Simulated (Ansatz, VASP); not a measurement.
## One calculation of TiC, two programs

INCAR

```
PREC = Accurate
ENCUT = 520
EDIFF = 1E-7
ISMEAR = 0
SIGMA = 0.15
LREAL = F
LASPH = T
NELM = 100
ALGO = Normal
ISIF = 2
LWAVE = F
LCHARG = F
GGA = PS
NBANDS = 15
```

The input KPOINTS:

```
regular mesh
0
Gamma
  18 18 18
```

POSCAR

```
TiC
1.0
    0.0000000000      2.0990800000      2.1964600000
    2.0990800000      0.0000000000      2.1964600000
    2.0990800000      2.0990800000      0.0000000000
Ti C
1 1
Direct
    0.0000000000      0.0000000000      0.0000000000
    0.5000000000      0.5000000000      0.5000000000
```

Input for Ansatz:

```yaml
crystal:
  lattice:
    - [0.0, 2.09908, 2.19646]
    - [2.09908, 0.0, 2.19646]
    - [2.09908, 2.09908, 0.0]
  atoms:
    - { symbol: Ti, position: [0.0, 0.0, 0.0] }
    - { symbol: C, position: [0.5, 0.5, 0.5] }
basis:
  ecutwfc: 420
kpoints:
  mp_grid: { grid: [18, 18, 18] }
hamiltonian:
  xc: pbesol
scf:
  occupations: { method: gaussian, width: 0.15 }
output:
  forces: true
  stress: true
  eigenvalues: true
  write_density: true
  write_potential: true
  elf: true
  volumetric_format: npy
```

Change from the starting cell: strain -0.030 along x and y, +0.015 along z, atoms carried along.

Alike in both runs: task single point; functional PBEsol; k mesh 18 × 18 × 18; occupations gaussian, width 0.15 eV; no spin polarisation.

```csv
,VASP,Ansatz
version,VASP 6.6.1,Ansatz 0.2.0
potentials or method,"VASP PAW PBE potentials, release 64 (Ti_sv, C), cutoff 520 eV","scalar-relativistic, plane waves, PAW"
valence electrons in the cell,16,16
```

|  | VASP | Ansatz | Ansatz less VASP |
| --- | --- | --- | --- |
| gap on the k mesh at the Fermi level (eV) | none | none | - |
| pressure (GPa) | 7.4 | 7.2 | -0.23 |
| traceless stress, the component that is largest in VASP (GPa) | -13.56 | -13.52 | +0.040 |

VASP's potentials were made for PBE, not for PBEsol. A gap of «none» marks a metal or a gap that the smearing closes. With one functional, cell and mesh, what is left measures potentials, basis and numerics.
